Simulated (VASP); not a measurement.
Input of a VASP 6.6.1 run:

Contents of INCAR:

```
PREC     = Accurate       # precision mode
ENCUT    = 600            # plane-wave cutoff, eV
EDIFF    = 1E-6           # SCF threshold, eV
ISMEAR   = 0              # smearing method
SIGMA    = 0.1            # smearing width, eV
LREAL    = False          # projectors in reciprocal space
LASPH    = True           # aspherical terms in the spheres
NELM     = 60             # most SCF steps
ALGO     = Fast           # electronic algorithm
ISIF     = 3              # what is computed and relaxed
LWAVE    = False          # write WAVECAR
LCHARG   = False          # write CHGCAR
GGA      = PS             # functional
IBRION   = 2              # ionic algorithm
NSW      = 90             # ionic steps
EDIFFG   = -0.04          # ionic threshold
```

Contents of KPOINTS:

```
Automatic mesh
0
Gamma
  6 6 6
```

POSCAR

```
Pd
1.0
    1.6973996701      0.9799941565      3.1476241818
   -1.6973996701      0.9799941565      3.1476241818
    0.0000000000     -1.9599883129      3.1476241818
Pd
2
Direct
    0.2275400000      0.2275400000      0.2275400000
    0.7724600000      0.7724600000      0.7724600000
```

Potentials or basis: VASP PAW PBE potentials, release 64 (Pd).

Run with:

```console
$ cat potpaw_PBE.64/Pd/POTCAR > POTCAR
$ mpirun -np 1 vasp_std > vasp.out
```

Q: Estimate the relaxed volume.

A: 14.43 Å³/atom.

Q: What does it give for the relaxed cell?

A: a = 4.757 Å, b = 4.757 Å, c = 4.757 Å, α = 33.28°, β = 33.28°, γ = 33.28°.

Q: Estimate the band gap on the k mesh.

A: Zero (band 10 reaches 10.25 eV, above the bottom of band 11 at 8.86 eV).

The path:
```csv
step,energy change (eV),largest force (eV/Å),pressure (GPa),volume (Å³)
1,0.0000,5.6912,30.21,31.42
3,-0.9557,0.9134,-10.08,37.20
5,-0.9679,1.2570,-7.14,36.34
7,-1.1701,0.4124,3.51,32.86
9,-1.1883,0.0689,0.43,33.44
11,-1.1975,0.0862,-2.22,33.92
13,-1.1996,0.2729,-5.11,34.51
15,-1.2056,0.3106,-5.43,34.56
17,-1.2465,0.4899,-6.85,34.73
19,-1.4487,1.1435,-12.90,34.96
21,-1.5850,1.4989,-15.02,34.61
23,-1.6105,1.5023,-15.23,34.57
25,-1.6253,1.5347,-14.95,34.47
27,-1.6940,1.6487,-13.80,33.90
29,-1.9518,2.1431,-6.65,31.41
31,-2.1649,2.0963,10.95,28.03
33,-2.3161,0.5195,7.02,28.09
35,-2.3444,0.2607,-0.66,29.05
37,-2.3482,0.3735,1.41,28.72
39,-2.3533,0.0816,0.05,28.89
41,-2.3535,0.0230,-1.05,29.04
43,-2.3549,0.0005,0.10,28.86
```

Caveat: the k points lie up to 0.45 Å⁻¹ apart in the final cell; the PAW data sets were made with another functional, which shifts forces and pressure a little.
